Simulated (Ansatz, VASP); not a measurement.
**C: VASP beside Ansatz**

Contents of INCAR:

```
SYSTEM = C
PREC = Accurate ; ENCUT = 520
EDIFF = 1E-6 ; ISMEAR = 0
SIGMA = 0.05 ; LREAL = .FALSE.
LASPH = .TRUE. ; NELM = 100
ALGO = Normal ; ISIF = 2
LWAVE = .FALSE. ; LCHARG = .FALSE.
GGA = PE ; IVDW = 12
NBANDS = 11
```

KPOINTS

```
Automatic mesh
0
G
  15 15 15
  0 0 0
```

POSCAR

```
C
1.0
    1.2324984681      0.7115833223      3.3613878357
   -1.2324984681      0.7115833223      3.3613878357
    0.0000000000     -1.4231666447      3.3613878357
C
2
Direct
    0.1466349971      0.1466349971      0.1782546252
    0.8533650029      0.8533650029      0.8217453748
```

Input for Ansatz:

```yaml
crystal:
  lattice:
    - [1.2324984681, 0.7115833223, 3.3613878357]
    - [-1.2324984681, 0.7115833223, 3.3613878357]
    - [0.0, -1.4231666447, 3.3613878357]
  atoms:
    - { symbol: C, position: [0.1466349971, 0.1466349971, 0.1782546252] }
    - { symbol: C, position: [0.8533650029, 0.8533650029, 0.8217453748] }
basis:
  ecutwfc: 520.0
kpoints:
  mp_grid: { grid: [15, 15, 15] }
hamiltonian:
  xc: pbe
  dispersion: d3bj
scf:
  occupations: { method: gaussian, width: 0.05 }
output:
  forces: true
  stress: true
  eigenvalues: true
```

Change from the starting cell: mode 4 frozen in at -0.095 Å and mode 6 at -0.045 Å (largest displacements).

Alike in both runs: task single point; functional PBE; dispersion D3(BJ); k mesh 15 × 15 × 15; occupations gaussian, width 0.05 eV; no spin polarisation.

|  | VASP | Ansatz |
| --- | --- | --- |
| version | VASP 6.6.1 | Ansatz 0.2.0 |
| potentials or method | VASP PAW PBE potentials, release 64 (C), cutoff 520 eV | scalar-relativistic, plane waves, PAW |
| valence electrons in the cell | 8 | 8 |

VASP gave:

| Quantity | Value |
| --- | --- |
| gap on the k mesh at the Fermi level (eV) | 0.10 |
| least direct gap on the mesh (eV) | 0.14 |
| pressure (GPa) | 2.1 |
| traceless stress, the component that is largest in VASP (GPa) | 12.81 |
| rms of the force components (eV/Å) | 3.350 |

Estimate Ansatz's values.

gap on the k mesh at the Fermi level (eV): 0.10; least direct gap on the mesh (eV): 0.14; pressure (GPa): 1.7; traceless stress, the component that is largest in VASP (GPa): 12.42; rms of the force components (eV/Å): 3.347.

Atom by atom the forces differ by 0.010 eV/Å (rms over components).
